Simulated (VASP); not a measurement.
Wanted: the native input for a VASP 6.6.1 run.

* Task: relaxation of cell and atoms
* Functional: PBE
* Potentials or basis: VASP PAW PBE potentials, release 64 (Y_sv, Hg, Te)
* Cutoff: 600 eV
* k mesh: 12 × 12 × 6
* Occupations: gaussian, width 0.1 eV
* Spin: no spin polarisation
* Dipole correction: no
* Further INCAR settings: ALGO = Normal; EDIFF = 1e-06; IBRION = 2; EDIFFG = -0.01; NSW = 100; ISIF = 3

The structure of YHgTe2 lies in POSCAR:

```
YHgTe2
1.0
    4.5594969007      0.0000000000      0.0000000000
   -2.2797484503      3.9486401445      0.0000000000
    0.0000000000      0.0000000000     10.7776735937
Y Hg Te
1 1 2
Direct
    0.0000000000      0.0000000000      0.5000000000
    0.0000000000      0.0000000000      0.0000000000
    0.0000000000      0.0000000000      0.2426434754
    0.0000000000      0.0000000000      0.7573565246
```

The cell was generated, and may not be a known phase.

These files were run (other wordings do the same):

INCAR

```
PREC = Accurate
ENCUT = 600
EDIFF = 1E-6
ISMEAR = 0
SIGMA = 0.1
LREAL = False
LASPH = True
NELM = 100
ALGO = Normal
ISIF = 3
LWAVE = False
LCHARG = False
GGA = PE
IBRION = 2
NSW = 100
EDIFFG = -0.01
```

KPOINTS

```
Automatic mesh
0
Gamma
  12 12 6
```

Potentials or basis: VASP PAW PBE potentials, release 64 (Y_sv, Hg, Te).

Launch:

```console
$ cat potpaw_PBE.64/Y_sv/POTCAR potpaw_PBE.64/Hg/POTCAR potpaw_PBE.64/Te/POTCAR > POTCAR
$ mpirun -np 1 vasp_std > vasp.out
```

Results of the run:

```
Relaxed volume                        : 48.53 Å³/atom
Relaxed cell                          : a = 4.558 Å, b = 4.558 Å, c = 10.786 Å, α = 90.00°, β = 90.00°, γ = 120.00°
Space group after relaxing (to 0.1 Å) : P6/mmm (No. 191)
Energy gained by relaxing             : 0.1 meV/atom
Ionic steps                           : 4
Pressure after relaxing               : 0.0 GPa
Band gap on the k mesh                : zero (an odd number of electrons rules out a gap without spin polarisation)
```

Caveat: spin-orbit coupling is left out, which moves the levels of the heavy elements; an odd number of electrons without spin polarisation forces a metal; a magnetic or distorted state may lie lower.

Run time: 29 min on 1 thread of Intel Xeon 8259CL, with other jobs on the host, peak memory 0.73 GiB.
